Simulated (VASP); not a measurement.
Ta:

```
Ta
1.0
    -1.65290    1.65290    1.65290
     1.65290   -1.65290    1.65290
     1.65290    1.65290   -1.65290
Ta
1
Direct
  0.00000 0.00000 0.00000
```

* Program: VASP 6.6.1
* Task: relaxation of cell and atoms
* Functional: PBE
* Potentials or basis: VASP PAW PBE potentials, release 64 (Ta_pv)
* Cutoff: 500 eV
* k mesh: 13 × 13 × 13
* Occupations: fermi-dirac, width 0.1 eV
* Spin: no spin polarisation

At the start: pressure 3.0 GPa; volume 18.06 Å³/atom.

Question: How do energy, volume and symmetry change on relaxing?

Answer: Over 3 steps the energy falls by 2.4 meV/atom and the volume is 18.33 Å³/atom (+1.5 %); space group Im-3m (No. 229, to 0.05 Å).

Step by step:
| step | energy change (eV) | largest force (eV/Å) | pressure (GPa) | volume (Å³) |
| --- | --- | --- | --- | --- |
| 1 | 0.0000 | 0.0000 | 2.97 | 18.06 |
| 2 | 0.0100 | 0.0000 | -6.21 | 18.95 |
| 3 | -0.0024 | 0.0000 | -0.02 | 18.33 |

Final structure:
```
Ta
1.0
    -1.66105    1.66105    1.66105
     1.66105   -1.66105    1.66105
     1.66105    1.66105   -1.66105
Ta
1
Direct
  0.00000 0.00000 0.00000
```
